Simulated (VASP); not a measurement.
Runs of VASP 6.6.1 on SiC. The structure is that of space group P6_3mc (No. 186), or close to it. The cells are those of the table. 

```tsv
level	potentials or basis	cell	k mesh	cutoff (eV)	smearing	grid for exact exchange (PRECFOCK)	share of exact exchange	screening parameter	gap on the mesh (eV)	pressure (GPa)	largest force (eV/Å)
PBE	VASP PAW PBE potentials, release 64 (Si, C)	a = 3.076, b = 3.076, c = 10.071 Å, angles 90.0, 90.0, 120.0°, 8 atoms	6 × 6 × 2	600	gaussian 0.01 eV	-	-	-	2.22	3.7	0.01
PBE	VASP PAW PBE potentials, release 64 (Si, C)	a = 3.076, b = 3.076, c = 10.071 Å, angles 90.0, 90.0, 120.0°, 8 atoms	12 × 12 × 4	600	fermi-dirac 0.02 eV	-	-	-	2.23	3.7	0.01
SVWN5	VASP PAW PBE potentials, release 64 (Si, C_h)	a = 3.055, b = 3.055, c = 10.003 Å, angles 90.0, 90.0, 120.0°, 8 atoms	10 × 10 × 3	1300	fermi-dirac 0.05 eV	-	-	-	2.18	(a)	0.01
HSE06	VASP PAW PBE potentials, release 64 (Si, C)	a = 3.076, b = 3.076, c = 10.071 Å, angles 90.0, 90.0, 120.0°, 8 atoms	8 × 8 × 2	520	fermi-dirac 0.05 eV	Fast	0.25	0.2079 1/Å	(b)	-1.1	0.01
```

Alike in all rows: task single point; no spin polarisation.

Task: Fill in the values left out.

Result: (a) 1.8; (b) 3.14.

Caveats: the cell stands under pressure (at least some runs); the PAW data sets were made with another functional, which shifts forces and pressure a little (at least some runs).

A k mesh can miss the band edges.
